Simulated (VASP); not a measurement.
# Pd (Fm-3m) in VASP: notebook, part 2 of 2

VASP 6.6.1.

### 4 Electric field gradients, LDA

This run uses another cell than the first one, of 14.71 Å³/atom.

INCAR

```
ALGO = Normal
EDIFF = 1E-8
ENCUT = 520
GGA = CA
ISIF = 2
ISMEAR = -1
LASPH = T
LCHARG = F
LEFG = T
LREAL = F
LWAVE = F
NBANDS = 11
NELM = 100
PREC = Accurate
SIGMA = 0.05
```

KPOINTS

```
k-points
0
Gamma
  18 18 18
```

POSCAR

```
Pd
1.0
    0.0000000000      1.9449000000      1.9449000000
    1.9449000000      0.0000000000      1.9449000000
    1.9449000000      1.9449000000      0.0000000000
Pd
1
Direct
    0.0000000000      0.0000000000      0.0000000000
```

Potentials or basis: VASP PAW LDA potentials, release 64 (Pd).

Command:

```
$ cat potpaw_LDA.64/Pd/POTCAR > POTCAR
$ mpirun -np 1 vasp_std > vasp.out
```

OUTCAR:

```text
EDIFF = 1E-8
   ENCUT = 520
   GGA = CA
   ISIF = 2
   ISMEAR = -1
   LASPH = T
   LREAL = F
   NELM = 100
   PREC = Accurate

 ion  position               nearest neighbor table
   1  0.000  0.000  0.000-

  LATTYP: Found a face centered cubic cell.
 ALAT       =     3.8898000000

  Lattice vectors:

 A1 = (   0.0000000000,   1.9449000000,   1.9449000000)
 A2 = (   1.9449000000,   0.0000000000,   1.9449000000)
 A3 = (   1.9449000000,   1.9449000000,   0.0000000000)

Analysis of symmetry for initial positions (statically):
=====================================================================
 Subroutine PRICEL returns:
 Original cell was already a primitive cell.

 Routine SETGRP: Setting up the symmetry group for a
 face centered cubic supercell.

 Subroutine GETGRP returns: Found 48 space group operations
[... 515 lines left out ...]
  external PRESSURE =     -77.7399611 kB  Pullay stress =       0.0000000 kB

 VOLUME and BASIS-vectors are now :
 -----------------------------------------------------------------------------
  energy-cutoff  :      520.00
  volume of cell :       14.71
      direct lattice vectors                 reciprocal lattice vectors
     0.000000000  1.944900000  1.944900000    -0.257082626  0.257082626  0.257082626
     1.944900000  0.000000000  1.944900000     0.257082626 -0.257082626  0.257082626
     1.944900000  1.944900000  0.000000000     0.257082626  0.257082626 -0.257082626

 POSITION                                       TOTAL-FORCE (eV/Angst)
 -----------------------------------------------------------------------------------
      0.00000      0.00000      0.00000        -0.000000      0.000000     -0.000000
 -----------------------------------------------------------------------------------
    total drift:                                0.000000      0.000000      0.000000

  FREE ENERGIE OF THE ION-ELECTRON SYSTEM (eV)
  ---------------------------------------------------
  free  energy   TOTEN  =        -6.4933875985 eV

  energy  without entropy=       -6.4752855604  energy(sigma->0) =       -6.48433658

 Electric field gradients (V/A^2)
---------------------------------------------------------------------
 ion       V_xx      V_yy      V_zz      V_xy      V_xz      V_yz
---------------------------------------------------------------------
   1      -0.000    -0.000    -0.000    -0.000    -0.000    -0.000
---------------------------------------------------------------------

 Electric field gradients after diagonalization (V/A^2)
 (convention: |V_zz| > |V_xx| > |V_yy|)
----------------------------------------------------------------------
 ion       V_xx      V_yy      V_zz     asymmetry (V_yy - V_xx)/ V_zz
----------------------------------------------------------------------
   1       0.000     0.000    -0.000       0.000
----------------------------------------------------------------------

           NMR quadrupolar parameters

 Cq : quadrupolar parameter    Cq=e*Q*V_zz/h
 eta: asymmetry parameters     (V_yy - V_xx)/ V_zz
 Q  : nuclear electric quadrupole moment in mb (millibarn)
----------------------------------------------------------------------
 ion       Cq(MHz)       eta       Q (mb)
----------------------------------------------------------------------
   1      -0.000       0.000       1.000
----------------------------------------------------------------------
```

Wall time 27 s (1 thread of Intel Xeon 8259CL, shared host); peak memory 0.14 GiB.

Results:

```yaml
Free_energy: -6.4934 eV
Pressure: -7.8 GPa
Band_gap_on_the_k_mesh: zero (bands 5 and 6 overlap by 1.59 eV)
Largest_electric_field_gradient_by_atom: zero within the noise of the run
```

Levels at points of the mesh, in eV from the Fermi level:
| k point | band 1 | band 2 | band 3 | band 4 | band 5 | band 6 | band 7 | band 8 | band 9 | band 10 |
| --- | --- | --- | --- | --- | --- | --- | --- | --- | --- | --- |
| (0.00, 0.00, 0.00) | -7.26 | -2.89 | -2.89 | -2.89 | -1.23 | -1.23 | 17.13 | 21.86 | 21.86 | 21.86 |
| (0.50, 0.00, 0.00) | -5.38 | -2.92 | -2.92 | -0.02 | -0.02 | 0.93 | 7.26 | 16.50 | 20.94 | 20.94 |
| (0.50, 0.50, 0.00) | -5.45 | -5.18 | -0.04 | 0.29 | 0.29 | 3.24 | 10.73 | 13.07 | 13.07 | 21.55 |

Caveat: the cell stands under tension.

### 5 Electric field gradients, LDA (15.30 Å³/atom)

This run uses another cell than the first one, of 15.30 Å³/atom.

INCAR

```
SYSTEM = Pd
ALGO = Normal
EDIFF = 1E-8
ENCUT = 520
GGA = CA
ISIF = 2
ISMEAR = -1
LASPH = .TRUE.
LCHARG = .FALSE.
LEFG = .TRUE.
LREAL = .FALSE.
LWAVE = .FALSE.
NBANDS = 11
NELM = 80
PREC = Accurate
SIGMA = 0.05
```

KPOINTS

```
k-points
0
G
  18 18 18
  0 0 0
```

POSCAR

```
Pd
1.0
    0.0000000000      1.9704937245      1.9704937245
    1.9704937245      0.0000000000      1.9704937245
    1.9704937245      1.9704937245      0.0000000000
Pd
1
Direct
    0.0000000000      0.0000000000      0.0000000000
```

Potentials or basis: VASP PAW LDA potentials, release 64 (Pd).

Command:

```
$ cat potpaw_LDA.64/Pd/POTCAR > POTCAR
$ mpirun -np 1 vasp_std > vasp.out
```

OUTCAR:

```text
SYSTEM = Pd
   EDIFF = 1E-8
   ENCUT = 520
   GGA = CA
   ISIF = 2
   ISMEAR = -1
   LASPH = .TRUE.
   LREAL = .FALSE.
   NELM = 80
   PREC = Accurate

 ion  position               nearest neighbor table
   1  0.000  0.000  0.000-

  LATTYP: Found a face centered cubic cell.
 ALAT       =     3.9409874490

  Lattice vectors:

 A1 = (   0.0000000000,   1.9704937245,   1.9704937245)
 A2 = (   1.9704937245,   0.0000000000,   1.9704937245)
 A3 = (   1.9704937245,   1.9704937245,   0.0000000000)

[... 540 lines left out ...]
    total drift:                                0.000000      0.000000      0.000000

  FREE ENERGIE OF THE ION-ELECTRON SYSTEM (eV)
  ---------------------------------------------------
  free  energy   TOTEN  =        -6.4528338616 eV

  energy  without entropy=       -6.4337329415  energy(sigma->0) =       -6.44328340

 Electric field gradients (V/A^2)
---------------------------------------------------------------------
 ion       V_xx      V_yy      V_zz      V_xy      V_xz      V_yz
---------------------------------------------------------------------
   1      -0.000    -0.000    -0.000    -0.000    -0.000    -0.000
---------------------------------------------------------------------

 Electric field gradients after diagonalization (V/A^2)
 (convention: |V_zz| > |V_xx| > |V_yy|)
----------------------------------------------------------------------
 ion       V_xx      V_yy      V_zz     asymmetry (V_yy - V_xx)/ V_zz
----------------------------------------------------------------------
   1       0.000     0.000    -0.000       0.000
----------------------------------------------------------------------

           NMR quadrupolar parameters

 Cq : quadrupolar parameter    Cq=e*Q*V_zz/h
 eta: asymmetry parameters     (V_yy - V_xx)/ V_zz
 Q  : nuclear electric quadrupole moment in mb (millibarn)
----------------------------------------------------------------------
 ion       Cq(MHz)       eta       Q (mb)
----------------------------------------------------------------------
   1      -0.000       0.000       1.000
----------------------------------------------------------------------
```

OSZICAR:

```text
N       E                     dE             d eps       ncg     rms          rms(c)
DAV:   1     0.408683822912E+02    0.40868E+02   -0.50827E+03  4322   0.845E+02
DAV:   2    -0.623186674916E+01   -0.47100E+02   -0.45235E+02  4805   0.182E+02
DAV:   3    -0.678302637643E+01   -0.55116E+00   -0.54897E+00  5148   0.210E+01
DAV:   4    -0.678550130297E+01   -0.24749E-02   -0.24746E-02  5169   0.147E+00
DAV:   5    -0.678552883760E+01   -0.27535E-04   -0.27535E-04  5686   0.141E-01    0.734E+00
DAV:   6    -0.646642218075E+01    0.31911E+00   -0.14661E+00  5274   0.958E+00    0.341E+00
DAV:   7    -0.645733139344E+01    0.90908E-02   -0.17660E-02  5404   0.850E-01    0.187E+00
DAV:   8    -0.645283827781E+01    0.44931E-02   -0.12144E-03  5329   0.321E-01    0.577E-02
DAV:   9    -0.645283172354E+01    0.65543E-05   -0.96305E-05  6135   0.796E-02    0.142E-02
DAV:  10    -0.645283393254E+01   -0.22090E-05   -0.31335E-06  5336   0.180E-02    0.630E-03
DAV:  11    -0.645283385914E+01    0.73400E-07   -0.48389E-08  6078   0.174E-03    0.697E-04
DAV:  12    -0.645283386155E+01   -0.24102E-08   -0.16149E-09  3642   0.229E-04
   1 F= -.64528339E+01 E0= -.64432834E+01  d E =-.191009E-01
```

stdout:

```text
POSCAR found type information on POSCAR Pd
 POSCAR found :  1 types and       1 ions
 scaLAPACK will be used
 LDA part: xc-table for (Slater(with rela. corr.)+CA(PZ))
 , standard interpolation
 POSCAR, INCAR and KPOINTS ok, starting setup
 FFT: planning ... GRIDC
 FFT: planning ... GRID_SOFT
 FFT: planning ... GRID
 WAVECAR not read
 entering main loop
ion   1
```

It took 29 s on 1 thread of Intel Xeon 8259CL, shared host; peak memory 0.16 GiB.

Results:

| Property | Result |
| --- | --- |
| Free energy | -6.4528 eV |
| Pressure | -14.2 GPa |
| Band gap on the k mesh | zero (bands 5 and 6 overlap by 1.49 eV) |
| Largest electric field gradient by atom | zero within the noise of the run |

Levels at points of the mesh, in eV from the Fermi level:
| k point | band 1 | band 2 | band 3 | band 4 | band 5 | band 6 | band 7 | band 8 | band 9 | band 10 |
| --- | --- | --- | --- | --- | --- | --- | --- | --- | --- | --- |
| (0.00, 0.00, 0.00) | -6.96 | -2.71 | -2.71 | -2.71 | -1.16 | -1.16 | 17.11 | 21.62 | 21.62 | 21.62 |
| (0.50, 0.00, 0.00) | -5.08 | -2.74 | -2.74 | -0.02 | -0.02 | 1.02 | 6.96 | 16.47 | 20.55 | 20.55 |
| (0.50, 0.50, 0.00) | -5.12 | -4.86 | -0.04 | 0.27 | 0.27 | 3.25 | 10.33 | 12.86 | 12.86 | 20.99 |

Caveat: the cell stands under tension.

### 6 Summary

| cell | gap on the mesh (eV) | pressure (GPa) |
| --- | --- | --- |
| a = 2.732 Å, angles 60.0°, 1 atom | none | -3.8 |
| a = 2.751 Å, angles 60.0°, 1 atom | none | -7.8 |
| a = 2.787 Å, angles 60.0°, 1 atom | none | -14.2 |

Alike in all rows: task electric field gradients; level LDA; potentials or basis VASP PAW LDA potentials, release 64 (Pd); no spin polarisation; k mesh 18 × 18 × 18; cutoff (eV) 520; smearing fermi-dirac 0.05 eV.

Caveats: the cell stands under tension.

Absolute energies hang on the potentials; compare differences alone.
